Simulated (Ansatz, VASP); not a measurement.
Two plane-wave programs on BiTe

File INCAR:

```
PREC     = Accurate       # precision mode
ENCUT    = 500            # plane-wave cutoff, eV
EDIFF    = 1E-6           # SCF threshold, eV
ISMEAR   = 0              # smearing method
SIGMA    = 0.15           # smearing width, eV
LREAL    = False          # projectors in reciprocal space
LASPH    = True           # aspherical terms in the spheres
NELM     = 120            # most SCF steps
ALGO     = Normal         # electronic algorithm
ISIF     = 2              # what is computed and relaxed
LWAVE    = False          # write WAVECAR
LCHARG   = True           # write CHGCAR
GGA      = PS             # functional
LELF     = True           # ELF
LVHAR    = True         
NBANDS   = 18             # bands
GGA_COMPAT= False
```

The input KPOINTS:

```
regular mesh
0
Gamma
  16 16 16
```

The input POSCAR:

```
BiTe
1.0
    0.0000000000      3.1971538277      3.1971538277
    3.1971538277      0.0000000000      3.1971538277
    3.1971538277      3.1971538277      0.0000000000
Bi Te
1 1
Direct
    0.0286465842     -0.0286465842      0.0286465842
    0.4530832709      0.5469167291      0.4530832709
```

Input for Ansatz:

```yaml
crystal:
  lattice:
    - [0.0, 3.1971538277, 3.1971538277]
    - [3.1971538277, 0.0, 3.1971538277]
    - [3.1971538277, 3.1971538277, 0.0]
  atoms:
    - { symbol: Bi, position: [0.0286465842, -0.0286465842, 0.0286465842] }
    - { symbol: Te, position: [0.4530832709, 0.5469167291, 0.4530832709] }
basis:
  ecutwfc: 420
kpoints:
  mp_grid: { grid: [16, 16, 16] }
hamiltonian:
  xc: pbesol
scf:
  occupations: { method: gaussian, width: 0.15 }
output:
  forces: true
  stress: true
  eigenvalues: true
```

Change from the starting cell: mode 4 (101.1 1/cm) frozen in, largest displacement -0.300 Å.

Alike in both runs: task single point; functional PBEsol; k mesh 16 × 16 × 16; occupations gaussian, width 0.15 eV; no spin polarisation.

|  | VASP | Ansatz |
| --- | --- | --- |
| version | VASP 6.6.1 | Ansatz 0.2.0 |
| potentials or method | VASP PAW PBE potentials, release 64 (Bi_d, Te), cutoff 500 eV | scalar-relativistic, plane waves, PAW |
| valence electrons in the cell | 21 | 31 |

|  | VASP | Ansatz | Ansatz less VASP |
| --- | --- | --- | --- |
| gap on the k mesh at the Fermi level (eV) | none | none | - |
| pressure (GPa) | 5.0 | 4.9 | -0.03 |
| traceless stress, the component that is largest in VASP (GPa) | 5.07 | 4.97 | -0.102 |
| rms of the force components (eV/Å) | 1.263 | 1.247 | -0.0161 |

VASP's potentials were made for PBE, not for PBEsol. Atom by atom the forces differ by 0.016 eV/Å (rms over components). A gap of «none» marks a metal or a gap that the smearing closes. VASP's potentials hold 21 valence electrons a cell and Ansatz's 31, so a difference there can come from the potentials and not from the codes.

Spin-orbit coupling is off throughout.
